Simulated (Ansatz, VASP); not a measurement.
Cu in VASP and in Ansatz

File POSCAR:

```
Cu
1.0
    2.5340966698      0.0000000000      0.0000000000
   -1.2670483349      2.1945920917      0.0000000000
    0.0000000000      0.0000000000      4.1125710000
Cu
2
Direct
    0.6666666667      0.3333333333      0.7500000000
    0.3333333333      0.6666666667      0.2500000000
```

Contents of INCAR.step1:

```
PREC = Accurate ; ENCUT = 520
ISMEAR = -1 ; SIGMA = 0.05
LREAL = F ; LASPH = T
NELM = 60 ; NBANDS = 18
GGA = PE ; ALGO = Normal
EDIFF = 1E-4 ; LWAVE = T
LCHARG = F
```

Contents of INCAR.step2:

```
PREC = Accurate ; ENCUT = 520
EDIFF = 1E-6 ; ISMEAR = -1
SIGMA = 0.05 ; LREAL = F
LASPH = T ; NELM = 60
ALGO = Normal ; ISIF = 2
LWAVE = F ; LCHARG = F
METAGGA = R2SCAN ; LMIXTAU = T
NBANDS = 18 ; ISTART = 1
```

Contents of KPOINTS:

```
Automatic mesh
0
Gamma
  12 12 7
```

The input input.yaml:

```yaml
crystal:
  lattice:
    - [2.5340966698, 0.0, 0.0]
    - [-1.2670483349, 2.1945920917, 0.0]
    - [0.0, 0.0, 4.112571]
  atoms:
    - { symbol: Cu, position: [0.6666666667, 0.3333333333, 0.75] }
    - { symbol: Cu, position: [0.3333333333, 0.6666666667, 0.25] }
hamiltonian:
  xc: r2scan
  pseudopotentials: { kind: paw }
kpoints:
  mp_grid: { grid: [12, 12, 7] }
scf:
  occupations: { method: fermi_dirac, width: 0.05 }
output:
  forces: true
  stress: true
  eigenvalues: true
```

Alike in both runs: task single point; functional r2SCAN; k mesh 12 × 12 × 7; occupations fermi-dirac, width 0.05 eV; no spin polarisation.

```csv
,VASP,Ansatz
version,VASP 6.6.1,Ansatz 0.2.0
potentials or method,"VASP PAW PBE potentials, release 64 (Cu)",Ansatz PAW
plane-wave cutoff (eV),520,500
valence electrons in the cell,22,38
```

Ansatz gave:

```
gap on the k mesh at the Fermi level (eV)                     : none
pressure (GPa)                                                : 0.4
traceless stress, the component that is largest in VASP (GPa) : 0.19
```

Which values does VASP return?

gap on the k mesh at the Fermi level (eV): none; pressure (GPa): 1.1; traceless stress, the component that is largest in VASP (GPa): 0.13.

VASP's potentials were made for PBE, not for r2SCAN. A gap of «none» marks a metal or a gap that the smearing closes. With one functional, cell and mesh, what is left measures potentials, basis and numerics. VASP's potentials hold 22 valence electrons a cell and Ansatz's 38, so a difference there can come from the potentials and not from the codes.
